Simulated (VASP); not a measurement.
The system is Te.

```
Te
1.0
    -4.02423    4.02423    1.45172
     4.02423   -4.02423    1.45172
     4.02423    4.02423   -1.45172
Te
4
Direct
  0.37500 0.62500 0.75000
  0.87500 0.62500 0.25000
  0.37500 0.12500 0.75000
  0.37500 0.62500 0.25000
```

- Program: VASP 6.6.1
- Task: relaxation of cell and atoms
- Functional: PBE
- Potentials or basis: VASP PAW PBE potentials, release 64 (Te)
- Cutoff: 600 eV
- k mesh: 6 × 6 × 6
- Occupations: gaussian, width 0.1 eV
- Spin: no spin polarisation

At the start: pressure 27.2 GPa; volume 23.51 Å³/atom.

Problem. How do energy, volume and symmetry change on relaxing?

Solution. Over 6 steps the energy falls by 496.2 meV/atom and the volume is 30.84 Å³/atom (+31.2 %); space group I4_1/amd (No. 141, to 0.05 Å).

The path:
```
step  energy change (eV)  largest force (eV/Å)  pressure (GPa)  volume (Å³)
   1              0.0000                0.0000           27.24        94.04
   2             -0.9676                0.0000           -7.05       159.44
   3             -1.9820                0.0000           -0.31       124.37
   4             -1.9825                0.0000           -0.03       123.71
   5             -1.9837                0.0000            0.01       123.59
   6             -1.9847                0.0000            0.09       123.35
```

Final structure:
```
Te
1.0
    -4.34218    4.34218    1.63555
     4.34218   -4.34218    1.63555
     4.34218    4.34218   -1.63555
Te
4
Direct
  0.37500 0.62500 0.75000
  0.87500 0.62500 0.25000
  0.37500 0.12500 0.75000
  0.37500 0.62500 0.25000
```

Caveat: the k points lie up to 0.34 Å⁻¹ apart in the final cell; the volume moved by over 15 % at a fixed basis, so the end points are rough.
